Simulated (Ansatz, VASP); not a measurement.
This is a calculation of Pb for VASP 6.6.1.

Contents of INCAR:

```
SYSTEM = Pb
PREC = Accurate
ENCUT = 520
EDIFF = 1E-6
ISMEAR = -1
SIGMA = 0.05
LREAL = .False.
LASPH = .True.
NELM = 80
ALGO = Normal
ISIF = 2
LWAVE = .False.
LCHARG = .False.
GGA = CA
NBANDS = 21
```

Contents of KPOINTS:

```
Automatic mesh
0
Gamma
  7 7 7
  0 0 0
```

POSCAR

```
Pb
1.0
    0.0000000000      3.5064485529      3.5064485529
    3.5064485529      0.0000000000      3.5064485529
    3.5064485529      3.5064485529      0.0000000000
Pb
2
Direct
    0.2500000000      0.2500000000      0.2500000000
    0.0000000000      0.0000000000      0.0000000000
```

Potentials or basis: VASP PAW LDA potentials, release 64 (Pb_d).

Launch:

```sh
$ cat potpaw_LDA.64/Pb_d/POTCAR > POTCAR
$ mpirun -np 1 vasp_std > vasp.out
```

Question: Translate it to Ansatz 0.2.0. Potentials there: all-electron LAPW, scalar-relativistic.

Answer: As run (the cutoff follows the program's own potentials):

The input input.yaml:

```yaml
crystal:
  lattice:
    - [0.0, 3.5064485529, 3.5064485529]
    - [3.5064485529, 0.0, 3.5064485529]
    - [3.5064485529, 3.5064485529, 0.0]
  atoms:
    - { symbol: Pb, position: [0.25, 0.25, 0.25] }
    - { symbol: Pb, position: [0.0, 0.0, 0.0] }
kpoints:
  mp_grid: { grid: [7, 7, 7] }
scf:
  occupations: { method: fermi_dirac, width: 0.05 }
hamiltonian:
  xc: lda
  pseudopotentials: { kind: all_electron, lapw: { basis_error: 0.001 } }
output:
  forces: true
  stress: true
  eigenvalues: true
```

Potentials or basis: all-electron LAPW, scalar-relativistic.

Command:

```console
$ ansatz run input.yaml --threads 1 --pin off --max-ram 3072MiB --backend cpu --events-out ev --progress --plain --runs-dir out
```

Both were run:

|  | VASP | Ansatz | Ansatz less VASP |
| --- | --- | --- | --- |
| gap on the k mesh at the Fermi level (eV) | none | none | - |
| pressure (GPa) | -2.3 | -2.2 | +0.02 |

LDA's correlation is that of Perdew and Zunger in VASP and of Perdew and Wang (1992) in Ansatz. A gap of «none» marks a metal or a gap that the smearing closes. Ansatz ran all-electron here, and VASP with PAW potentials.

Spin-orbit coupling is off throughout.
